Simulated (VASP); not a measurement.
Wanted: the native input for a VASP 6.6.1 run.

* Task: single point
* Functional: PBE
* Potentials or basis: VASP PAW PBE potentials, release 64 (Ti_sv)
* Cutoff: 520 eV
* k mesh: 14 × 14 × 14
* Occupations: fermi-dirac, width 0.05 eV
* Spin: no spin polarisation
* Dipole correction: no
* Further INCAR settings: ALGO = Normal; EDIFF = 1e-07; NBANDS = 12

The structure of Ti lies in POSCAR:

```
Ti
1.0
   -1.6410000000      1.6410000000      1.6081800000
    1.6410000000     -1.6410000000      1.6081800000
    1.6410000000      1.6410000000     -1.6081800000
Ti
1
Direct
    0.0000000000      0.0000000000      0.0000000000
```

This cell differs from its parent crystal: zz strain of -2 %.

One way to write it, as run:

INCAR

```
PREC = Accurate
ENCUT = 520
EDIFF = 1E-7
ISMEAR = -1
SIGMA = 0.05
LREAL = F
LASPH = T
NELM = 60
ALGO = Normal
ISIF = 2
LWAVE = F
LCHARG = F
GGA = PE
NBANDS = 12
```

KPOINTS

```
Automatic mesh
0
Gamma
  14 14 14
```

Potentials or basis: VASP PAW PBE potentials, release 64 (Ti_sv).

Run with:

```sh
$ cat potpaw_PBE.64/Ti_sv/POTCAR > POTCAR
$ mpirun -np 1 vasp_std > vasp.out
```

It gave:

```json
{
 "Pressure": "-0.6 GPa",
 "Band gap on the k mesh": "zero (band 6 reaches 9.11 eV, above the bottom of band 7 at 7.47 eV)"
}
```

Caveat: the cell differs from its parent crystal (zz strain of -2 %).

It took 120 s on 1 thread of AMD EPYC 7R43 64-Core Processor (Zen 3) (shared host), peak memory 0.13 GiB.
